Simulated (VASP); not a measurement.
Here is a VASP 6.6.1 calculation.

The input INCAR:

```
PREC = Accurate
ENCUT = 520
EDIFF = 1E-8
ISMEAR = -1
SIGMA = 0.05
LREAL = False
LASPH = True
NELM = 80
ALGO = Normal
ISIF = 2
LWAVE = False
LCHARG = False
GGA = CA
LEFG = True
NBANDS = 12
```

The input KPOINTS:

```
regular mesh
0
Gamma
  14 14 14
```

The input POSCAR:

```
Ti
1.0
    0.0000000000      2.0698140295      2.0698140295
    2.0698140295      0.0000000000      2.0698140295
    2.0698140295      2.0698140295      0.0000000000
Ti
1
Direct
    0.0000000000      0.0000000000      0.0000000000
```

Potentials or basis: VASP PAW LDA potentials, release 64 (Ti_sv).

Launch:

```bash
$ cat potpaw_LDA.64/Ti_sv/POTCAR > POTCAR
$ mpirun -np 1 vasp_std > vasp.out
```

**Question.** Predict the band gap on the k mesh.

**Answer.** Zero (band 6 reaches 8.59 eV, above the bottom of band 7 at 7.37 eV).

**Question.** What does it give for the pressure?

**Answer.** -10.4 GPa.

Caveat: without QUAD_EFG the Cq values of the log hold for a quadrupole moment of 1 mb, not for the nuclei.
